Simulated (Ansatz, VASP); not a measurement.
## One calculation of CdSe, two programs

```
CELL_PARAMETERS angstrom
4.34072 0.00000 0.00000
-2.17036 3.75917 0.00000
0.00000 0.00000 7.07666
ATOMIC_POSITIONS crystal
Cd 0.33333 0.66667 0.00452
Cd 0.66667 0.33333 0.50452
Se 0.33333 0.66667 0.38048
Se 0.66667 0.33333 0.88048
```

Alike in both runs: task single point; functional r2SCAN; k mesh 12 × 12 × 4; no spin polarisation.

|  | VASP | Ansatz |
| --- | --- | --- |
| version | VASP 6.6.1 | Ansatz 0.2.0 |
| potentials or method | VASP PAW PBE potentials, release 64 (Cd, Se) | plane waves, PAW |
| plane-wave cutoff (eV) | 520 | 500 |
| occupations | gaussian, width 0.01 eV | fixed |
| valence electrons in the cell | 36 | 72 |

```csv
,VASP,Ansatz,Ansatz less VASP
gap on the k mesh at the Fermi level (eV),1.09,1.11,+0.011
pressure (GPa),0.2,0.0,-0.24
```

VASP's potentials were made for PBE, not for r2SCAN. VASP's potentials hold 36 valence electrons a cell and Ansatz's 72, so a difference there can come from the potentials and not from the codes.
